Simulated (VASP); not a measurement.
Here is a VASP 6.6.1 calculation.

Contents of INCAR:

```
SYSTEM = MgAu
PREC = Accurate
ENCUT = 520
EDIFF = 1E-8
ISMEAR = -1
SIGMA = 0.05
LREAL = .False.
LASPH = .True.
NELM = 80
ALGO = Normal
ISIF = 2
LWAVE = .False.
LCHARG = .False.
GGA = CA
LEFG = .True.
NBANDS = 14
```

File KPOINTS:

```
regular mesh
0
Gamma
  13 13 13
  0 0 0
```

The input POSCAR:

```
MgAu
1.0
    3.2805834105      0.0000000000      0.0000000000
    0.0000000000      3.2805834105      0.0000000000
    0.0000000000      0.0000000000      3.2805834105
Mg Au
1 1
Direct
    0.5000000000      0.5000000000      0.5000000000
    0.0000000000      0.0000000000      0.0000000000
```

Potentials or basis: VASP PAW LDA potentials, release 64 (Mg, Au).

The run is started by

```console
$ cat potpaw_LDA.64/Mg/POTCAR potpaw_LDA.64/Au/POTCAR > POTCAR
$ mpirun -np 1 vasp_std > vasp.out
```

Problem. What does it give for the pressure?

Solution. -5.5 GPa.

Caveat: without QUAD_EFG the Cq values of the log hold for a quadrupole moment of 1 mb, not for the nuclei.
